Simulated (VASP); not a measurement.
A run of VASP 6.6.1 is set up as follows.

Contents of INCAR:

```
ALGO = Normal
EDIFF = 1E-6
ENCUT = 520
GGA = PE
ISIF = 2
ISMEAR = 0
ISPIN = 2
ISYM = 0
LASPH = True
LCHARG = False
LMAXMIX = 4
LORBIT = 11
LREAL = Auto
LWAVE = False
MAGMOM = 3 2 2 2 2 2 2 2 2 2 2 0 0 0 0 0 0 0 0 0
NBANDS = 142
NELM = 150
PREC = Accurate
SIGMA = 0.1
```

Contents of KPOINTS:

```
Automatic mesh
0
Gamma
  2 2 2
  0.5 0.5 0.5
```

POSCAR

```
CoNi10Rh9
1.0
    3.9084103702     -2.2545980846     -4.2167102097
    3.9220796970     -2.2466657805      4.2252317181
   -1.3467232929     -6.8240212198     -0.0085760606
Co Ni Rh
1 10 9
Direct
    0.5441422184      0.7926618053     -0.0028932081
    0.1451520450      0.3859534460      0.5986453569
    0.6348517979      0.8955897894      0.6045974941
    0.4441762877      0.6904814423      0.3970138734
    0.0347744918      0.2847527921     -0.0026114794
    0.8404126193      0.0897984942      0.7981605668
    0.7354004271      0.9923474534      0.2003272859
    0.5536299282      0.3053931809      0.5977458440
    0.3692207748      0.1111524579      0.4013165146
    0.6570084314      0.4095486841      0.2010985838
    0.2636937329      0.0158704530      0.7949115403
    0.9339150246      0.1904491258      0.4019765018
    0.2447851389      0.4897225393      0.2022142337
    0.3425296886      0.5911477253      0.7962122814
    0.0652134821      0.8143266878      0.5963208887
    0.8505934367      0.6119286894      0.4033365099
    0.1659162966      0.9135510472      0.1950893942
    0.9545349895      0.7146577552      1.0004979353
    0.7622271537      0.5085650880      0.7987493747
    0.4645714193      0.2048517617      0.9965447249
```

Potentials or basis: VASP PAW PBE potentials, release 64 (Co, Ni, Rh_pv).

The run is started by

```sh
$ cat potpaw_PBE.64/Co/POTCAR potpaw_PBE.64/Ni/POTCAR potpaw_PBE.64/Rh_pv/POTCAR > POTCAR
$ mpirun -np 1 vasp_std > vasp.out
```

Predict the pressure.

-0.1 GPa.

Estimate the largest force.

0.023 eV/Å.

Forces in eV/Å, atoms in the order of the input:
```
Co  -0.006  0.012 -0.003
Ni   0.005 -0.003  0.000
Ni   0.005  0.005 -0.007
Ni   0.009 -0.001 -0.003
Ni   0.009  0.003 -0.003
Ni   0.009  0.002  0.006
Ni  -0.003 -0.006 -0.007
Ni  -0.008 -0.002 -0.001
Ni   0.000 -0.003  0.006
Ni  -0.005  0.001  0.012
Ni  -0.001 -0.001 -0.010
Rh   0.002  0.004  0.001
Rh   0.009  0.001  0.009
Rh  -0.011 -0.001 -0.015
Rh  -0.002  0.013 -0.002
Rh  -0.003 -0.005 -0.007
Rh  -0.002 -0.014  0.002
Rh  -0.002 -0.006  0.005
Rh  -0.001 -0.007  0.022
Rh  -0.005  0.005 -0.005
```

Caveat: the k points lie up to 0.52 Å⁻¹ apart.
